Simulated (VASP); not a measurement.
# Fe (Im-3m) in VASP: further runs

The runs below take Fe through single point, with PBE.

Program: VASP 6.6.1. These are calculated values, not measurements. Logs are shortened: lines on timing, memory, paths and dates and some standing lists are left out, and cuts for length are marked.

## Step 1: The cell of the first run

Symmetry: Im-3m, No. 229, cubic system. Conventional cell: a = 2.869 Å, b = 2.869 Å, c = 2.869 Å, α = 90.00°, β = 90.00°, γ = 90.00°. Fe (site symmetry m-3m) has 14 Fe at 2.48 to 2.87 Å within 3.3 Å.

## Step 2: Single point, PBE, collinear spin, ferromagnetic start

INCAR reads:

```
ALGO = Normal
EDIFF = 1E-6
ENCUT = 600
GGA = PE
GGA_COMPAT = False
ISIF = 2
ISMEAR = 0
ISPIN = 2
LASPH = True
LCHARG = False
LMAXMIX = 4
LORBIT = 11
LREAL = False
LWAVE = False
MAGMOM = 4.07
NBANDS = 14
NELM = 200
NUPDOWN = 4.07
PREC = Accurate
SIGMA = 0.1
```

KPOINTS reads:

```
k-points
0
Gamma
  14 14 14
```

POSCAR reads:

```
Fe
1.0
   -1.4345000000      1.4345000000      1.4345000000
    1.4345000000     -1.4345000000      1.4345000000
    1.4345000000      1.4345000000     -1.4345000000
Fe
1
Direct
    0.0000000000      0.0000000000      0.0000000000
```

Potentials or basis: VASP PAW PBE potentials, release 64 (Fe).

The run is started by

```sh
cat potpaw_PBE.64/Fe/POTCAR > POTCAR
mpirun -np 1 vasp_std > vasp.out
```

OUTCAR:

```text
EDIFF = 1E-6
   ENCUT = 600
   GGA = PE
   ISIF = 2
   ISMEAR = 0
   ISPIN = 2
   LASPH = True
   LORBIT = 11
   LREAL = False
   NELM = 200
   NUPDOWN = 4.07
   PREC = Accurate

 ion  position               nearest neighbor table
   1  0.000  0.000  0.000-

  LATTYP: Found a body centered cubic cell.
 ALAT       =     2.8690000000

  Lattice vectors:

 A1 = (  -1.4345000000,   1.4345000000,   1.4345000000)
 A2 = (   1.4345000000,  -1.4345000000,   1.4345000000)
 A3 = (   1.4345000000,   1.4345000000,  -1.4345000000)

Analysis of symmetry for initial positions (statically):
=====================================================================
 Subroutine PRICEL returns:
 Original cell was already a primitive cell.

 Routine SETGRP: Setting up the symmetry group for a
 body centered cubic supercell.

 Subroutine GETGRP returns: Found 48 space group operations
 (whereof 48 operations were pure point group operations)
 out of a pool of 48 trial point group operations.

The static configuration has the point symmetry O_h .

Analysis of symmetry for dynamics (positions and initial velocities):
=====================================================================
 Subroutine PRICEL returns:
 Original cell was already a primitive cell.

 Routine SETGRP: Setting up the symmetry group for a
 body centered cubic supercell.

 Subroutine GETGRP returns: Found 48 space group operations
 (whereof 48 operations were pure point group operations)
 out of a pool of 48 trial point group operations.

The dynamic configuration has the point symmetry O_h .

Analysis of structural, dynamic, and magnetic symmetry:
=====================================================================
 Subroutine PRICEL returns:
 Original cell was already a primitive cell.

 Routine SETGRP: Setting up the symmetry group for a
 body centered cubic supercell.

 Subroutine GETGRP returns: Found 48 space group operations
 (whereof 48 operations were pure point group operations)
 out of a pool of 48 trial point group operations.

The overall configuration has the point symmetry O_h .

 Subroutine INISYM returns: Found 48 space group operations
 (whereof 48 operations are pure point group operations),
 and found     1 'primitive' translations

----------------------------------------------------------------------------------------

                                     Primitive cell

  volume of cell :      11.8076

  direct lattice vectors                    reciprocal lattice vectors
    -1.434500000  1.434500000  1.434500000     0.000000000  0.348553503  0.348553503
     1.434500000 -1.434500000  1.434500000     0.348553503  0.000000000  0.348553503
     1.434500000  1.434500000 -1.434500000     0.348553503  0.348553503  0.000000000

  length of vectors
     2.484626883  2.484626883  2.484626883     0.492929091  0.492929091  0.492929091

  position of ions in fractional coordinates (direct lattice)
     0.000000000  0.000000000  0.000000000

  ion indices of the primitive-cell ions
   primitive index   ion index
                 1           1

----------------------------------------------------------------------------------------

 KPOINTS: k-points

Automatic generation of k-mesh.
 Grid dimensions read from file:
 generate k-points for:   14   14   14

 Generating k-lattice:

  Cartesian coordinates                     Fractional coordinates (reciprocal lattice)
     0.000000000  0.024896679  0.024896679     0.071428571  0.000000000  0.000000000
     0.024896679  0.000000000  0.024896679     0.000000000  0.071428571  0.000000000
     0.024896679  0.024896679  0.000000000     0.000000000  0.000000000  0.071428571

  Length of vectors
     0.035209221  0.035209221  0.035209221

  Shift w.r.t. Gamma in fractional coordinates (k-lattice)
     0.000000000  0.000000000  0.000000000

 Subroutine IBZKPT returns following result:
 ===========================================

 Found    104 irreducible k-points:

 Following reciprocal coordinates:
            Coordinates               Weight
  0.000000  0.000000  0.000000      1.000000
  0.071429  0.000000  0.000000     12.000000
  0.142857  0.000000  0.000000     12.000000
  0.214286  0.000000  0.000000     12.000000
  0.285714  0.000000  0.000000     12.000000
  0.357143  0.000000  0.000000     12.000000
[... 16 lines left out ...]
  0.285714  0.285714  0.000000     24.000000
  0.357143  0.285714  0.000000     24.000000
 [... further k-points ...]
   k-points           NKPTS =    104   k-points in BZ     NKDIM =    104   number of bands    NBANDS=     14
   number of dos      NEDOS =    301   number of ions     NIONS =      1
   total plane-waves  NPLWV =   8000
   dimension x,y,z NGX =    20 NGY =   20 NGZ =   20
   dimension x,y,z NGXF=    40 NGYF=   40 NGZF=   40
   ions per type =               1
   NGX,Y,Z   is equivalent  to a cutoff of  13.38, 13.38, 13.38 a.u.
   NGXF,Y,Z  is equivalent  to a cutoff of  26.76, 26.76, 26.76 a.u.
 SYSTEM =  unknown system
   PREC   = accura    normal or accurate (medium, high low for compatibility)
   ISTART =      0    job   : 0-new  1-cont  2-samecut
   ICHARG =      2    charge: 1-file 2-atom 10-const
   ISPIN  =      2    spin polarized calculation?
   LNONCOLLINEAR =      F non collinear calculations
   LSORBIT =      F    spin-orbit coupling
   LASPH  =      T    aspherical Exc in radial PAW
   ENCUT  =  600.0 eV  44.10 Ry    6.64 a.u.   4.96  4.96  4.96*2*pi/ulx,y,z
   NELM   =    200;   NELMIN=  2; NELMDL= -5     # of ELM steps
   EDIFF  = 0.1E-05   stopping-criterion for ELM
   LREAL  =      F    real-space projection
   EDIFFG = 0.1E-04   stopping-criterion for IOM
   NSW    =      0    number of steps for IOM
   IBRION =     -1    ionic relax: 0-MD 1-quasi-New 2-CG
   NFREE  =      0    steps in history (QN), initial steepest desc. (CG)
   ISIF   =      2    stress and relaxation
   ISYM   =      2    0-nonsym 1-usesym 2-fastsym
   POTIM  = 0.5000    time-step for ionic-motion
   TEBEG  =    0.0;   TEEND  =   0.0 temperature during run
   PSTRESS=    0.0 pullay stress
   NELECT =       8.0000    total number of electrons
   NUPDOWN=       4.0700    fix difference up-down
   EMIN   =  10.00;   EMAX   =-10.00  energy-range for DOS
   EFERMI =   0.00;   METHOD = LEGACY
   ISMEAR =     0;   SIGMA  =   0.10  broadening in eV -4-tet -1-fermi 0-gaus
   EFERMI_NEDOS =   21; number of points for ismear=-14 and -15
   IALGO  =     38    algorithm
   IMIX   =      4    mixing-type and parameters
     AMIX     =   0.40;   BMIX     =  1.00
     AMIX_MAG =   1.60;   BMIX_MAG =  1.00
  volume/ion in A,a.u.               =      11.81        79.68
  Fermi-wavevector in a.u.,A,eV,Ry     =   1.437863  2.717168 28.129378  2.067451
  Thomas-Fermi vector in A             =   2.556894
   LORBIT       =     11    0 simple, 1 ext, 2 COOP (PROOUT), +10 PAW based schemes
   GGA     = PE    functional components
   LHFCALC =     F    Hartree Fock is set to
   AEXX    =    0.0000 exact exchange contribution
   IVDW    =     0    specifies the selected vdW correction
   LEPSILON=     F    determine dielectric tensor
   LRPA    =     F    only Hartree local field effects (RPA)
 spin polarized calculation
 Gauss-broadening in eV      SIGMA  =   0.10
  energy-cutoff  :      600.00
  volume of cell :       11.81
 maximum number of plane-waves:       410
   NGX =  9   NGY =  9   NGZ =  9

 number of electron       7.9999997 magnetization       4.0699998

 Free energy of the ion-electron system (eV)
  ---------------------------------------------------
  ext. energy  EPLUGINS =         0.00000000
  ---------------------------------------------------
  free energy    TOTEN  =        -5.87433828 eV

  energy without entropy =       -5.86672797  energy(sigma->0) =       -5.87053312

 E-fermi :   5.0691     XC(G=0): -12.8790

 val. band max:       12.0068526680   @ k =   0.3571   0.2857   0.0000
 cond. band min:       5.0754436983   @ k =  -0.4286  -0.4286   0.0714
 fundamental gap:     -6.9314089697
 Fermi energy:        12.0813376924

 spin component 1

 k-point     1 :       0.0000    0.0000    0.0000
  band No.  band energies     occupation
      1      -3.3514      1.00000
      2       2.3273      1.00000
      3       2.3273      1.00000
      4       2.3273      1.00000
      5       3.7220      1.00000
      6       3.7220      1.00000
      7      29.4674      0.00000
      8      29.4674      0.00000
      9      29.4674      0.00000
     10      34.3943      0.00000
     11      34.3943      0.00000
     12      36.2522      0.00000
     13      36.2522      0.00000
     14      36.2522      0.00000

 k-point     2 :       0.0714    0.0000    0.0000
  band No.  band energies     occupation
      1      -3.1469      1.00000
      2       2.2751      1.00000
      3       2.3248      1.00000
      4       2.4328      1.00000
      5       3.6696      1.00000
      6       3.7261      1.00000
      7      28.0840      0.00000
      8      29.1419      0.00000
      9      29.2779      0.00000
     10      33.5970      0.00000
     11      33.8932      0.00000
     12      34.0929      0.00000
     13      35.3486      0.00000
     14      36.8419      0.00000
[... 343 lines left out ...]
      1       0.9838      1.00000
      2       1.5099      1.00000
      3       2.0482      1.00000
      4       3.7039      1.00000
      5       4.0059      1.00000
      6       8.6929      1.00000
      7      13.6162      0.00000
      8      14.8781      0.00000
      9      23.5632      0.00000
     10      31.4555      0.00000
     11      33.7087      0.00000
     12      40.5933      0.00000
     13      42.9038      0.00000
     14      44.1033      0.00000

 k-point    24 :       0.3571    0.2857    0.0000
  band No.  band energies     occupation
      1       1.0316      1.00000
      2       1.5792      1.00000
      3       1.9637      1.00000
      4       3.7914      1.00000
      5       3.9657      1.00000
      6      10.2439      1.00000
      7      12.0069      0.85392
      8      14.3937      0.00000
      9      23.4254      0.00000
     10      31.9161      0.00000
     11      33.4601      0.00000
     12      40.1046      0.00000
     13      43.4603      0.00000
     14      47.3606      0.00000

 [... further k-points ...]

 spin component 2

 k-point     1 :       0.0000    0.0000    0.0000
  band No.  band energies     occupation
      1      -1.8973      1.00000
      2       5.8715      0.00000
      3       5.8715      0.00000
      4       5.8715      0.00000
      5       7.4924      0.00000
      6       7.4924      0.00000
      7      30.5603      0.00000
      8      30.5603      0.00000
      9      30.5603      0.00000
     10      35.7154      0.00000
     11      35.7154      0.00000
     12      38.4969      0.00000
     13      38.4969      0.00000
     14      38.4969      0.00000

 k-point     2 :       0.0714    0.0000    0.0000
  band No.  band energies     occupation
      1      -1.6915      1.00000
      2       5.8060      0.00000
      3       5.8586      0.00000
      4       5.9883      0.00000
      5       7.4245      0.00000
      6       7.4977      0.00000
      7      29.3713      0.00000
      8      30.2832      0.00000
      9      30.4738      0.00000
     10      35.0563      0.00000
     11      36.0833      0.00000
     12      36.1184      0.00000
     13      36.8463      0.00000
     14      38.9971      0.00000
[... 343 lines left out ...]
      1       3.8539      1.00000
      2       4.4805      1.00000
      3       4.9414      0.96450
      4       7.4580      0.00000
      5       7.7963      0.00000
      6      11.4268      0.00000
      7      15.9215      0.00000
      8      17.0260      0.00000
      9      25.3826      0.00000
     10      32.9509      0.00000
     11      35.2400      0.00000
     12      42.5777      0.00000
     13      44.5683      0.00000
     14      46.0191      0.00000

 k-point    24 :       0.3571    0.2857    0.0000
  band No.  band energies     occupation
      1       4.0338      1.00000
      2       4.5718      1.00000
      3       4.7798      0.99998
      4       7.5582      0.00000
      5       7.7516      0.00000
      6      12.7254      0.00000
      7      14.4558      0.00000
      8      16.5789      0.00000
      9      25.2547      0.00000
     10      33.4210      0.00000
     11      34.9259      0.00000
     12      42.1613      0.00000
     13      45.2556      0.00000
     14      49.1873      0.00000

 [... further k-points ...]
[... 5 lines left out ...]
  --------------------------------------------------------------------------------------
  -------------------------------------------------------------------------------------
  Total        4.4368588      4.4368588      4.4368588      0.0000000     -0.0000000     -0.0000000
  in kB      602.0388825    602.0388825    602.0388825      0.0000000     -0.0000000     -0.0000000
  external PRESSURE =     602.0388825 kB  Pullay stress =       0.0000000 kB

 VOLUME and BASIS-vectors are now :
 -----------------------------------------------------------------------------
  energy-cutoff  :      600.00
  volume of cell :       11.81
      direct lattice vectors                 reciprocal lattice vectors
    -1.434500000  1.434500000  1.434500000     0.000000000  0.348553503  0.348553503
     1.434500000 -1.434500000  1.434500000     0.348553503  0.000000000  0.348553503
     1.434500000  1.434500000 -1.434500000     0.348553503  0.348553503  0.000000000

 POSITION                                       TOTAL-FORCE (eV/Angst)
 -----------------------------------------------------------------------------------
      0.00000      0.00000      0.00000         0.000000     -0.000000      0.000000
 -----------------------------------------------------------------------------------
    total drift:                                0.000000      0.000000      0.000000

  FREE ENERGIE OF THE ION-ELECTRON SYSTEM (eV)
  ---------------------------------------------------
  free  energy   TOTEN  =        -5.8743382752 eV

  energy  without entropy=       -5.8667279660  energy(sigma->0) =       -5.87053312

 total charge

# of ion       s       p       d       tot
------------------------------------------
    1        0.535   0.645   5.978   7.158

 magnetization (x)

# of ion       s       p       d       tot
------------------------------------------
    1        0.067   0.266   3.528   3.861
```

Wall time 15 s (1 thread of Intel Xeon 6975P-C (Granite Rapids), shared host); peak memory 0.15 GiB.

What came out:

```yaml
Free_energy: -5.8743 eV
Pressure: 60.2 GPa
Net_moment: 4.07 μB per cell
Site_moments: Fe +3.86 μB
Valence_electrons_inside_the_program's_atomic_spheres: Fe 7.16
```

Caveat: the total moment is fixed, so each spin has its own Fermi level.

## Step 3: Single point, PBE, collinear spin, ferromagnetic start

INCAR reads:

```
SYSTEM = Fe
PREC = Accurate
ENCUT = 600
EDIFF = 1E-6
ISMEAR = 0
SIGMA = 0.1
LREAL = .FALSE.
LASPH = .TRUE.
NELM = 200
ALGO = Normal
ISIF = 2
LWAVE = .FALSE.
LCHARG = .FALSE.
ISPIN = 2
MAGMOM = 0.51
LORBIT = 11
NUPDOWN = 0.51
LMAXMIX = 4
GGA = PE
NBANDS = 14
GGA_COMPAT = .FALSE.
```

KPOINTS reads:

```
Automatic mesh
0
G
  14 14 14
  0 0 0
```

POSCAR is that of step 2.

Potentials or basis: VASP PAW PBE potentials, release 64 (Fe).

The run is started by

```sh
cat potpaw_PBE.64/Fe/POTCAR > POTCAR
mpirun -np 1 vasp_std > vasp.out
```

Wall time 16 s (1 thread of Intel Xeon 6975P-C (Granite Rapids), shared host); peak memory 0.15 GiB.

The run converged. Its results:

```
Free energy                                           : -7.7241 eV
Pressure                                              : -23.0 GPa
Net moment                                            : 0.51 μB per cell
Site moments                                          : Fe +0.53 μB
Valence electrons inside the program's atomic spheres : Fe 7.18
```

Caveat: the total moment is fixed, so each spin has its own Fermi level.

## Step 4: Single point, PBE, collinear spin, ferromagnetic start

INCAR reads:

```
  ALGO = Normal
  EDIFF = 1E-6
  ENCUT = 600
  GGA = PE
  GGA_COMPAT = False
  ISIF = 2
  ISMEAR = 0
  ISPIN = 2
  LASPH = True
  LCHARG = False
  LMAXMIX = 4
  LORBIT = 11
  LREAL = False
  LWAVE = False
  MAGMOM = 1.52
  NBANDS = 14
  NELM = 200
  NUPDOWN = 1.52
  PREC = Accurate
  SIGMA = 0.1
```

KPOINTS reads:

```
k-points
0
Gamma
  14 14 14
```

POSCAR is that of step 3.

The run is started by

```sh
cat potpaw_PBE.64/Fe/POTCAR > POTCAR
mpirun -np 1 vasp_std > vasp.out
```

It took 15 s on 1 thread of Intel Xeon 6975P-C (Granite Rapids), shared host; peak memory 0.15 GiB.

The run converged. Its results:

```yaml
Free_energy: -8.0780 eV
Pressure: -16.6 GPa
Net_moment: 1.52 μB per cell
Site_moments: Fe +1.54 μB
Valence_electrons_inside_the_program's_atomic_spheres: Fe 7.19
```

Caveat: the total moment is fixed, so each spin has its own Fermi level.

[end of part 1 of 2]
